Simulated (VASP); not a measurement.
Write the native input for VASP 6.6.1 that does the following.

```
Task                   : electric field gradients
Functional             : LDA
Potentials or basis    : VASP PAW LDA potentials, release 64 (Ti_sv, Sb)
Cutoff                 : 520 eV
k mesh                 : 12 × 12 × 7
Occupations            : fermi-dirac, width 0.03 eV
Spin                   : no spin polarisation
Dipole correction      : no
Further INCAR settings : ALGO = Normal; EDIFF = 1e-08; NBANDS = 25
```

The structure of TiSb lies in POSCAR:

```
TiSb
1.0
    4.1169314400      0.0000000000      0.0000000000
   -2.0584657201      3.5653672127      0.0000000000
    0.0000000000      0.0000000000      6.3044759009
Ti Sb
2 2
Direct
    0.0000000000      0.0000000000      0.0000000000
    0.0000000000      0.0000000000      0.5000000000
    0.3333333333      0.6666666667      0.2500000000
    0.6666666667      0.3333333333      0.7500000000
```

One way to write it, as run:

INCAR

```
SYSTEM = TiSb
  PREC = Accurate
  ENCUT = 520
  EDIFF = 1E-8
  ISMEAR = -1
  SIGMA = 0.03
  LREAL = .False.
  LASPH = .True.
  NELM = 100
  ALGO = Normal
  ISIF = 2
  LWAVE = .False.
  LCHARG = .False.
  GGA = CA
  LEFG = .True.
  NBANDS = 25
```

KPOINTS

```
regular mesh
0
Gamma
  12 12 7
  0 0 0
```

Potentials or basis: VASP PAW LDA potentials, release 64 (Ti_sv, Sb).

The run is started by

```console
$ cat potpaw_LDA.64/Ti_sv/POTCAR potpaw_LDA.64/Sb/POTCAR > POTCAR
$ mpirun -np 1 vasp_std > vasp.out
```

It gave:

```
Pressure                                : -8.9 GPa
Band gap on the k mesh                  : zero (bands 17 and 18 overlap by 0.47 eV)
Largest electric field gradient by atom : Ti -51.1; Sb +29.1 V/Å²
```

Caveat: the cell stands under tension; without QUAD_EFG the Cq values of the log hold for a quadrupole moment of 1 mb, not for the nuclei; spin-orbit coupling is left out, which moves the levels of the heavy elements.

Run time: 120 s on 1 thread of Intel(R) Xeon(R) Platinum 8488C (Sapphire Rapids), on a shared host, peak memory 0.29 GiB.
